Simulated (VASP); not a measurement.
Here is a VASP 6.6.1 calculation.

File INCAR:

```
PREC = Accurate ; ENCUT = 520
EDIFF = 1E-6 ; ISMEAR = -1
SIGMA = 0.02 ; LREAL = False
LASPH = True ; NELM = 100
ALGO = Normal ; ISIF = 2
LWAVE = False ; LCHARG = False
GGA = PE ; NBANDS = 14
```

Contents of KPOINTS:

```
Automatic mesh
0
Gamma
  8 8 8
```

The input POSCAR:

```
NaF
1.0
    0.0680909308      2.5312613679      2.5312613679
    2.5312613679      0.0680909308      2.5312613679
    2.5993522987      2.5993522987      0.0000000000
Na F
1 1
Direct
    0.0060307447      0.0060307447     -0.0060307447
    0.2439692553      0.2439692553      0.2560307447
```

Potentials or basis: VASP PAW PBE potentials, release 64 (Na_pv, F).

The run is started by

```console
$ cat potpaw_PBE.64/Na_pv/POTCAR potpaw_PBE.64/F/POTCAR > POTCAR
$ mpirun -np 1 vasp_std > vasp.out
```

(1) What does it give for the band gap on the k mesh?

(2) Predict the pressure.

(3) Predict the largest force.

## Answers

(1) 5.55 eV.

(2) 1.9 GPa.

(3) 0.011 eV/Å.

Caveat: the cell differs from its parent crystal (shear xy strain +5.4%).
